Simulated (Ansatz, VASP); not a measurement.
One calculation of WS2, two programs

INCAR

```
PREC = Accurate
ENCUT = 520
EDIFF = 1E-7
ISMEAR = -1
SIGMA = 0.08
LREAL = F
LASPH = T
NELM = 60
ALGO = Normal
ISIF = 2
LWAVE = F
LCHARG = F
NBANDS = 20
```

Contents of KPOINTS:

```
regular mesh
0
Gamma
  13 13 13
```

File POSCAR:

```
WS2
1.0
    1.5790003843      0.9116362969      6.3482299000
   -1.5790003843      0.9116362969      6.3482299000
    0.0000000000     -1.8232725938      6.3482299000
W S
1 2
Direct
    0.0000000000      0.0000000000      0.0000000000
    0.7503000000      0.7503000000      0.7503000000
    0.5810000000      0.5810000000      0.5810000000
```

Input for Ansatz:

```yaml
crystal:
  lattice:
    - [1.5790003843, 0.9116362969, 6.3482299]
    - [-1.5790003843, 0.9116362969, 6.3482299]
    - [0.0, -1.8232725938, 6.3482299]
  atoms:
    - { symbol: W, position: [0.0, 0.0, 0.0] }
    - { symbol: S, position: [0.7503, 0.7503, 0.7503] }
    - { symbol: S, position: [0.581, 0.581, 0.581] }
kpoints:
  mp_grid: { grid: [13, 13, 13] }
  band_path:
    path:
      - [0.0, 0.0, 0.0]
      - [0.5, 0.5, 0.5]
      - [0.8195851073, 0.1804148927, 0.5]
      - [0.5, -0.1804148927, 0.1804148927]
      - [0.5, 0.0, 0.0]
      - [0.0, 0.0, 0.0]
      - [0.3402074464, -0.3402074464, 0.0]
      - [0.6597925536, 0.0, 0.3402074464]
      - [0.5, 0.0, 0.5]
    npoints: 5
scf:
  occupations: { method: fermi_dirac, width: 0.08 }
hamiltonian:
  xc: lda
  pseudopotentials: { kind: all_electron, lapw: { basis_error: 0.0005 } }
output:
  forces: true
  stress: true
  eigenvalues: true
```

Change from the starting cell: zz strain of +3 %.

Alike in both runs: task single point; functional LDA; k mesh 13 × 13 × 13; occupations fermi-dirac, width 0.08 eV; no spin polarisation.

```csv
,VASP,Ansatz
version,VASP 6.6.1,Ansatz 0.2.0
potentials or method,"VASP PAW LDA potentials, release 64 (W_sv, S), cutoff 520 eV","all-electron LAPW, scalar-relativistic"
```

|  | VASP | Ansatz | Ansatz less VASP |
| --- | --- | --- | --- |
| pressure (GPa) | -8.0 | -8.3 | -0.29 |
| traceless stress, the component that is largest in VASP (GPa) | -3.45 | -3.46 | -0.018 |
| rms of the force components (eV/Å) | 0.557 | 0.574 | +0.0170 |

LDA's correlation is that of Perdew and Zunger in VASP and of Perdew and Wang (1992) in Ansatz. Atom by atom the forces differ by 0.019 eV/Å (rms over components). Ansatz ran all-electron here, and VASP with PAW potentials.

Neither program's run includes spin-orbit coupling.
